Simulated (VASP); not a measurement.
# Si (a cell with a defect) in VASP: a series of runs

Runs on Si (a cell with a defect). Level: PBE. Tasks: single point.

Program: VASP 6.6.1. These are calculated values, not measurements. Logs are shortened: lines on timing, memory, paths and dates and some standing lists are left out, and cuts for length are marked.

## (1) The cell of the first run

The cell holds a defect, 17 atoms: a = 7.679 Å, b = 7.679 Å, c = 7.679 Å, α = 60.00°, β = 60.00°, γ = 60.00°.

## (2) Single point, PBE

File INCAR:

```
SYSTEM = Si
PREC     = Accurate       ! precision mode
ENCUT    = 520            ! plane-wave cutoff, eV
EDIFF    = 1E-6           ! SCF threshold, eV
ISMEAR   = -1             ! smearing method
SIGMA    = 0.02           ! smearing width, eV
LREAL    = Auto         
LASPH    = .True.         ! aspherical terms in the spheres
NELM     = 60             ! most SCF steps
ALGO     = Normal         ! electronic algorithm
ISIF     = 2              ! what is computed and relaxed
LWAVE    = .False.        ! write WAVECAR
LCHARG   = .True.         ! write CHGCAR
GGA      = PE             ! functional
LELF     = .True.         ! ELF
LVHAR    = .True.       
NBANDS   = 48             ! bands
```

File KPOINTS:

```
regular mesh
0
Gamma
  2 2 2
  0 0 0
```

File POSCAR:

```
Si
1.0
    0.0000000000      5.4300000000      5.4300000000
    5.4300000000      0.0000000000      5.4300000000
    5.4300000000      5.4300000000      0.0000000000
Si
17
Direct
    0.0181927792      0.0180810639     -0.0399063501
    0.1310654323      0.1308795502      0.1084825032
   -0.0254725832     -0.0257301382      0.4758163760
    0.1020452421      0.1021443364      0.6015229111
    0.0037376305      0.5020282684      0.0036524056
    0.1336452236      0.6238206871      0.1240773727
    0.0177984584      0.4607335579      0.5181427312
    0.1315522590      0.6071056284      0.6324446703
    0.5022017453      0.0035962543      0.0035518954
    0.6238091396      0.1336256213      0.1239998370
    0.4606336512      0.0177659645      0.5182208183
    0.6073323391      0.1312889148      0.6323665519
    0.5084468164      0.5083963951      0.0085567500
    0.6323667139      0.6322488138      0.1329334496
    0.5028213093      0.5025480045      0.5043907277
    0.6242463321      0.6241802540      0.6336223996
    0.8372736112      0.8375116236      0.3361114507
```

Potentials or basis: VASP PAW PBE potentials, release 64 (Si).

Launch:

```console
$ cat potpaw_PBE.64/Si/POTCAR > POTCAR
$ mpirun -np 1 vasp_std > vasp.out
```

OUTCAR:

```text
SYSTEM = Si
   PREC = Accurate
   ENCUT = 520
   EDIFF = 1E-6
   ISMEAR = -1
   LREAL = Auto
   LASPH = .True.
   NELM = 60
   ISIF = 2
   GGA = PE

 ion  position               nearest neighbor table
   1  0.018  0.018  0.960-   4 2.30   2 2.35  17 2.47   6 2.48  10 2.48
   2  0.131  0.131  0.108-   9 2.33   5 2.33   3 2.35   1 2.35
   3  0.975  0.974  0.476-   8 2.35  12 2.35   2 2.35   4 2.39  17 2.59
   4  0.102  0.102  0.602-   1 2.30  11 2.30   7 2.30   3 2.39
   5  0.004  0.502  0.004-  14 2.33   2 2.33   8 2.33   6 2.33
   6  0.134  0.624  0.124-   5 2.33  13 2.35  17 2.40   7 2.48   1 2.48
   7  0.018  0.461  0.518-   4 2.30   8 2.35  17 2.48  16 2.48   6 2.48
   8  0.132  0.607  0.632-   5 2.33  15 2.33   3 2.35   7 2.35
   9  0.502  0.004  0.004-  14 2.33   2 2.33  12 2.33  10 2.33
  10  0.624  0.134  0.124-   9 2.33  13 2.35  17 2.40  11 2.48   1 2.48
  11  0.461  0.018  0.518-   4 2.30  12 2.35  17 2.47  16 2.48  10 2.48
  12  0.607  0.131  0.632-   9 2.33  15 2.33   3 2.35  11 2.35
  13  0.508  0.508  0.009-  14 2.33  10 2.35   6 2.35  16 2.35
  14  0.632  0.632  0.133-   9 2.33   5 2.33  15 2.33  13 2.33
  15  0.503  0.503  0.504-  14 2.33  12 2.33   8 2.33  16 2.33
  16  0.624  0.624  0.634-  15 2.33  13 2.35  17 2.40   7 2.48  11 2.48
  17  0.837  0.838  0.336-  10 2.40   6 2.40  16 2.40   1 2.47  11 2.47   7 2.48   3 2.59

  LATTYP: Found a face centered cubic cell.
 ALAT       =    10.8600000000

  Lattice vectors:

 A1 = (   0.0000000000,   5.4300000000,   5.4300000000)
 A2 = (   5.4300000000,   0.0000000000,   5.4300000000)
 A3 = (   5.4300000000,   5.4300000000,   0.0000000000)

Analysis of symmetry for initial positions (statically):
=====================================================================
 Subroutine PRICEL returns:
 Original cell was already a primitive cell.

 Routine SETGRP: Setting up the symmetry group for a
 face centered cubic supercell.

 Subroutine GETGRP returns: Found  1 space group operations
 (whereof  1 operations were pure point group operations)
 out of a pool of 48 trial point group operations.

The static configuration has the point symmetry C_1 .

Analysis of symmetry for dynamics (positions and initial velocities):
=====================================================================
 Subroutine PRICEL returns:
 Original cell was already a primitive cell.

 Routine SETGRP: Setting up the symmetry group for a
 face centered cubic supercell.

 Subroutine GETGRP returns: Found  1 space group operations
 (whereof  1 operations were pure point group operations)
 out of a pool of 48 trial point group operations.

The dynamic configuration has the point symmetry C_1 .

 Subroutine INISYM returns: Found  1 space group operations
 (whereof  1 operations are pure point group operations),
 and found     1 'primitive' translations

----------------------------------------------------------------------------------------

                                     Primitive cell

  volume of cell :     320.2060

  direct lattice vectors                    reciprocal lattice vectors
     0.000000000  5.430000000  5.430000000    -0.092081031  0.092081031  0.092081031
     5.430000000  0.000000000  5.430000000     0.092081031 -0.092081031  0.092081031
     5.430000000  5.430000000  0.000000000     0.092081031  0.092081031 -0.092081031

  length of vectors
     7.679179644  7.679179644  7.679179644     0.159489025  0.159489025  0.159489025

  position of ions in fractional coordinates (direct lattice)
     0.018192779  0.018081064  0.960093650
     0.131065432  0.130879550  0.108482503
     0.974527417  0.974269862  0.475816376
     0.102045242  0.102144336  0.601522911
     0.003737630  0.502028268  0.003652406
     0.133645224  0.623820687  0.124077373
[... 9 lines left out ...]
     0.624246332  0.624180254  0.633622400
     0.837273611  0.837511624  0.336111451

  ion indices of the primitive-cell ions
   primitive index   ion index
                 1           1
                 2           2
                 3           3
                 4           4
                 5           5
                 6           6
[... 9 lines left out ...]
                16          16
                17          17

----------------------------------------------------------------------------------------

 KPOINTS: regular mesh

Automatic generation of k-mesh.
 Grid dimensions read from file:
 generate k-points for:    2    2    2

 Generating k-lattice:

  Cartesian coordinates                     Fractional coordinates (reciprocal lattice)
    -0.046040516  0.046040516  0.046040516     0.500000000  0.000000000  0.000000000
     0.046040516 -0.046040516  0.046040516     0.000000000  0.500000000  0.000000000
     0.046040516  0.046040516 -0.046040516     0.000000000  0.000000000  0.500000000

  Length of vectors
     0.079744512  0.079744512  0.079744512

  Shift w.r.t. Gamma in fractional coordinates (k-lattice)
     0.000000000  0.000000000  0.000000000

 Subroutine IBZKPT returns following result:
 ===========================================

 Found      8 irreducible k-points:

 Following reciprocal coordinates:
            Coordinates               Weight
  0.000000  0.000000  0.000000      1.000000
  0.500000  0.000000  0.000000      1.000000
  0.000000  0.500000  0.000000      1.000000
  0.000000  0.000000  0.500000      1.000000
  0.500000  0.500000  0.500000      1.000000
  0.500000  0.500000  0.000000      1.000000
  0.000000  0.500000  0.500000      1.000000
  0.500000  0.000000  0.500000      1.000000
   k-points           NKPTS =      8   k-points in BZ     NKDIM =      8   number of bands    NBANDS=     48
   number of dos      NEDOS =    301   number of ions     NIONS =     17
   total plane-waves  NPLWV = 216000
   dimension x,y,z NGX =    60 NGY =   60 NGZ =   60
   dimension x,y,z NGXF=   120 NGYF=  120 NGZF=  120
   ions per type =              17
   NGX,Y,Z   is equivalent  to a cutoff of  12.99, 12.99, 12.99 a.u.
   NGXF,Y,Z  is equivalent  to a cutoff of  25.98, 25.98, 25.98 a.u.
 SYSTEM =  Si
   PREC   = accura    normal or accurate (medium, high low for compatibility)
   ISTART =      0    job   : 0-new  1-cont  2-samecut
   ICHARG =      2    charge: 1-file 2-atom 10-const
   ISPIN  =      1    spin polarized calculation?
   LNONCOLLINEAR =      F non collinear calculations
   LSORBIT =      F    spin-orbit coupling
   LASPH  =      T    aspherical Exc in radial PAW
   ENCUT  =  520.0 eV  38.22 Ry    6.18 a.u.  14.28 14.28 14.28*2*pi/ulx,y,z
   NELM   =     60;   NELMIN=  2; NELMDL= -5     # of ELM steps
   EDIFF  = 0.1E-05   stopping-criterion for ELM
   LREAL  =      T    real-space projection
   EDIFFG = 0.1E-04   stopping-criterion for IOM
   NSW    =      0    number of steps for IOM
   IBRION =     -1    ionic relax: 0-MD 1-quasi-New 2-CG
   NFREE  =      0    steps in history (QN), initial steepest desc. (CG)
   ISIF   =      2    stress and relaxation
   ISYM   =      2    0-nonsym 1-usesym 2-fastsym
   POTIM  = 0.5000    time-step for ionic-motion
   TEBEG  =    0.0;   TEEND  =   0.0 temperature during run
   PSTRESS=    0.0 pullay stress
   NELECT =      68.0000    total number of electrons
   NUPDOWN=      -1.0000    fix difference up-down
   EMIN   =  10.00;   EMAX   =-10.00  energy-range for DOS
   EFERMI =   0.00;   METHOD = LEGACY
   ISMEAR =    -1;   SIGMA  =   0.02  broadening in eV -4-tet -1-fermi 0-gaus
   EFERMI_NEDOS =   21; number of points for ismear=-14 and -15
   IALGO  =     38    algorithm
   IMIX   =      4    mixing-type and parameters
     AMIX     =   0.40;   BMIX     =  1.00
     AMIX_MAG =   1.60;   BMIX_MAG =  1.00
  volume/ion in A,a.u.               =      18.84       127.11
  Fermi-wavevector in a.u.,A,eV,Ry     =   0.976715  1.845724 12.979587  0.953973
  Thomas-Fermi vector in A             =   2.107356
   LORBIT       =      0    0 simple, 1 ext, 2 COOP (PROOUT), +10 PAW based schemes
   GGA     = PE    functional components
   LHFCALC =     F    Hartree Fock is set to
   AEXX    =    0.0000 exact exchange contribution
   IVDW    =     0    specifies the selected vdW correction
   LEPSILON=     F    determine dielectric tensor
   LRPA    =     F    only Hartree local field effects (RPA)
 non-spin polarized calculation
  energy-cutoff  :      520.00
  volume of cell :      320.21
 maximum number of plane-waves:      8646
 NGX is ok and might be reduce to    60
   NGX = 29   NGY = 29   NGZ = 29

 number of electron      68.0000000 magnetization

 Free energy of the ion-electron system (eV)
  ---------------------------------------------------
  ext. energy  EPLUGINS =         0.00000000
  ---------------------------------------------------
  free energy    TOTEN  =       -87.71774933 eV

  energy without entropy =      -87.70620246  energy(sigma->0) =      -87.71197589

 E-fermi :   6.7925     XC(G=0):  -9.6954

 val. band max:        6.7329140324   @ k =   0.0000   0.0000   0.0000
 cond. band min:       6.8020095144   @ k =   0.5000   0.5000   0.0000
 fundamental gap:      0.0690954820
 Fermi energy:         6.7924757326

 k-point     1 :       0.0000    0.0000    0.0000
  band No.  band energies     occupation
      1      -6.2330      2.00000
      2      -3.8677      2.00000
      3      -3.5905      2.00000
      4      -3.5875      2.00000
      5      -3.4087      2.00000
      6      -2.7404      2.00000
[... 38 lines left out ...]
     45       8.4279      0.00000
     46       8.8874      0.00000

 k-point     2 :       0.5000    0.0000    0.0000
  band No.  band energies     occupation
      1      -5.7692      2.00000
      2      -4.9874      2.00000
      3      -3.6203      2.00000
      4      -3.3800      2.00000
      5      -3.2043      2.00000
      6      -3.0168      2.00000
[... 286 lines left out ...]
 k-point     8 :       0.5000    0.0000    0.5000
  band No.  band energies     occupation
      1      -5.6369      2.00000
      2      -4.7090      2.00000
      3      -4.0452      2.00000
      4      -3.8423      2.00000
      5      -3.7981      2.00000
      6      -3.6439      2.00000
[... 38 lines left out ...]
     45      10.2967      0.00000
     46      10.3988      0.00000
 [bands above 46 left out]

------------------------ aborting loop because EDIFF is reached ----------------------------------------

  FORCE on cell =-STRESS in cart. coord.  units (eV):
  Direction    XX          YY          ZZ          XY          YZ          ZX
  --------------------------------------------------------------------------------------
  -------------------------------------------------------------------------------------
  Total        8.7382150      8.7444913      8.7080674     -0.9485058     -0.9235912     -0.9169534
  in kB       43.7223830     43.7537869     43.5715370     -4.7459274     -4.6212652     -4.5880521
  external PRESSURE =      43.6825690 kB  Pullay stress =       0.0000000 kB

 VOLUME and BASIS-vectors are now :
 -----------------------------------------------------------------------------
  energy-cutoff  :      520.00
  volume of cell :      320.21
      direct lattice vectors                 reciprocal lattice vectors
     0.000000000  5.430000000  5.430000000    -0.092081031  0.092081031  0.092081031
     5.430000000  0.000000000  5.430000000     0.092081031 -0.092081031  0.092081031
     5.430000000  5.430000000  0.000000000     0.092081031  0.092081031 -0.092081031

 POSITION                                       TOTAL-FORCE (eV/Angst)
 -----------------------------------------------------------------------------------
      5.31149      5.31210      0.19697        -0.015240     -0.014917     -0.010467
      1.29974      1.30075      1.42236         0.009710      0.007990      0.003001
      7.87397      7.87537     10.58197        -0.005631     -0.009150      0.011486
      3.82091      3.82038      1.10875         0.016738      0.017165      0.014522
      2.74585      0.04013      2.74631        -0.004588     -0.012194      0.003169
      4.06109      1.39943      4.11304        -0.000482      0.021064      0.013888
[... 9 lines left out ...]
      6.82987      6.83023      6.77896         0.009213      0.010724     -0.007301
      6.37277      6.37148      9.09408         0.008348      0.015481     -0.021673
 -----------------------------------------------------------------------------------
    total drift:                               -0.000636     -0.005104      0.005317

  FREE ENERGIE OF THE ION-ELECTRON SYSTEM (eV)
  ---------------------------------------------------
  free  energy   TOTEN  =       -87.7177493273 eV

  energy  without entropy=      -87.7062024577  energy(sigma->0) =      -87.71197589
```

Run time: 7.4 min. Hardware: 1 thread of Intel Xeon 8259CL, shared host; peak memory 0.48 GiB.

Results:

* Free energy: -87.7177 eV
* Pressure: 4.4 GPa
* Largest force: 0.031 eV/Å
* Band gap on the k mesh: zero (bands 34 and 35 overlap by 0.08 eV)

Forces in eV/Å, atoms in the order of the input:
```
Si  -0.015 -0.015 -0.010
Si   0.010  0.008  0.003
Si  -0.006 -0.009  0.011
Si   0.017  0.017  0.015
Si  -0.005 -0.012  0.003
Si   0.000  0.021  0.014
Si  -0.007 -0.001 -0.007
Si  -0.007 -0.015  0.000
Si  -0.011 -0.005  0.001
Si   0.022  0.001  0.016
Si  -0.003 -0.009 -0.008
Si  -0.012 -0.006  0.002
Si  -0.019 -0.019 -0.016
Si   0.019  0.021  0.012
Si  -0.001 -0.004 -0.008
Si   0.009  0.011 -0.007
Si   0.008  0.015 -0.022
```

Caveat: the k points lie up to 0.50 Å⁻¹ apart.

## (3) Single point, PBE

File INCAR:

```
SYSTEM = Si
  PREC = Accurate
  ENCUT = 520
  EDIFF = 1E-7
  ISMEAR = -1
  SIGMA = 0.02
  LREAL = Auto
  LASPH = .TRUE.
  NELM = 60
  ALGO = Normal
  ISIF = 2
  LWAVE = .FALSE.
  LCHARG = .TRUE.
  GGA = PE
  LELF = .TRUE.
  LVHAR = .TRUE.
  NBANDS = 48
```

File KPOINTS:

```
regular mesh
0
G
  2 2 2
  0 0 0
```

File POSCAR:

```
Si
1.0
    0.0000000000      5.4300000000      5.4300000000
    5.4300000000      0.0000000000      5.4300000000
    5.4300000000      5.4300000000      0.0000000000
Si
17
Direct
   -0.0069374095     -0.0071942948      0.0224676223
    0.1230242460      0.1226106752      0.1341520001
    0.0014067913      0.0013743510      0.5062903227
    0.1169445985      0.1168381280      0.6498081244
    0.0185624671      0.4937808920     -0.0049673407
    0.1236210476      0.6213437127      0.1336361343
    0.0014797063      0.4913598810      0.5058100326
    0.1648765555      0.6070731929      0.6207456452
    0.4941895283      0.0181363117     -0.0050933221
    0.6216068579      0.1233429883      0.1335175513
    0.4914654695      0.0014729116      0.5056873934
    0.6071197279      0.1648399712      0.6206476202
    0.4948240497      0.4945555038     -0.0055688761
    0.6513439621      0.6508930426      0.0488729045
    0.5232887948      0.5232975158      0.4301365587
    0.6075196123      0.6075618915      0.6202783417
    0.7887341847      0.7886296555      0.6345374576
```

Potentials or basis: VASP PAW PBE potentials, release 64 (Si).

Launch:

```console
$ cat potpaw_PBE.64/Si/POTCAR > POTCAR
$ mpirun -np 1 vasp_std > vasp.out
```

Run time: 7.2 min. Hardware: 1 thread of Intel Xeon 8259CL, shared host; peak memory 0.47 GiB.

It converged, with:

```yaml
Free_energy: -87.7180 eV
Pressure: 4.4 GPa
Largest_force: 0.018 eV/Å
Band_gap_on_the_k_mesh: zero (bands 34 and 35 overlap by 0.07 eV)
```

Forces in eV/Å, atoms in the order of the input:
```
Si   0.003  0.004 -0.005
Si  -0.010 -0.012  0.003
Si   0.001  0.002 -0.004
Si   0.010  0.011 -0.007
Si  -0.001 -0.010 -0.002
Si   0.002 -0.014  0.003
Si   0.010  0.008  0.000
Si   0.003 -0.007  0.002
Si  -0.007  0.000 -0.003
Si  -0.013  0.003  0.003
Si   0.008  0.012 -0.002
Si  -0.009  0.003  0.003
Si   0.005  0.003 -0.007
Si  -0.004 -0.009 -0.007
Si   0.001  0.003  0.008
Si  -0.003 -0.001  0.018
Si   0.003  0.003 -0.003
```

Stress tensor (GPa, compression positive):
```
 4.37 -0.48  0.48
-0.48  4.37  0.48
 0.48  0.48  4.39
```

Levels at points of the mesh, in eV from the Fermi level:
| k point | band 32 | band 33 | band 34 | band 35 | band 36 | band 37 |
| --- | --- | --- | --- | --- | --- | --- |
| (0.00, 0.00, 0.00) | -0.72 | -0.71 | -0.51 | -0.06 | -0.06 | 0.25 |
| (0.50, 0.00, 0.00) | -1.37 | -0.89 | -0.17 | 0.18 | 0.69 | 0.91 |
| (0.00, 0.50, 0.00) | -1.37 | -0.88 | -0.17 | 0.18 | 0.70 | 0.92 |
| (0.00, 0.00, 0.50) | -1.31 | -1.31 | -0.27 | 0.37 | 0.37 | 1.18 |
| (0.50, 0.50, 0.50) | -1.36 | -0.88 | -0.17 | 0.18 | 0.70 | 0.92 |
| (0.50, 0.50, 0.00) | -1.72 | -0.79 | 0.01 | 0.38 | 1.29 | 1.45 |
| (0.00, 0.50, 0.50) | -1.72 | -0.79 | 0.01 | 0.38 | 1.29 | 1.45 |
| (0.50, 0.00, 0.50) | -1.72 | -0.79 | 0.01 | 0.38 | 1.29 | 1.45 |

Caveat: the k points lie up to 0.50 Å⁻¹ apart.

The gap in the log of VASP goes by the Fermi energy; the results here count the filled bands.